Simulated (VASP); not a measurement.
BN: G0W0 quasiparticle levels with PBE

BN:

```
B N
1.0
     0.00000    1.80800    1.80800
     1.80800    0.00000    1.80800
     1.80800    1.80800    0.00000
B N
1 1
Cartesian
  0.0000 0.0000 0.0000
  0.9040 0.9040 0.9040
```

```json
{"Program": "VASP 6.6.1", "Task": "G0W0 quasiparticle levels", "Functional": "PBE", "Potentials or basis": "VASP PAW PBE potentials, release 64 (B_GW, N_GW)", "Cutoff": "500 eV", "k mesh": "6 × 6 × 6", "Occupations": "gaussian, width 0.01 eV", "Spin": "no spin polarisation", "Dipole correction": "no", "GW scheme": "G0W0", "GW iterations": "1", "Cutoff of the response function": "180", "Frequency points": "48", "Empty bands": "115", "Further INCAR settings": "ALGO = EVGW0; EDIFF = 1e-08; NBANDS = 119"}
```

```json
{
 "Quasiparticle gap": "6.04 eV",
 "Least direct quasiparticle gap": "11.00 eV",
 "Band gap of the starting levels on the mesh": "4.46 eV",
 "Least direct gap of the starting levels on the mesh": "8.82 eV"
}
```

Run time: 82 s on 1 thread of Intel(R) Xeon(R) Platinum 8488C (Sapphire Rapids), on a shared host, peak memory 0.31 GiB.

Caveat: the k points lie up to 0.50 Å⁻¹ apart; bands, screening cutoff and mesh are small and nothing is extrapolated, so the quasiparticle values aren't converged.
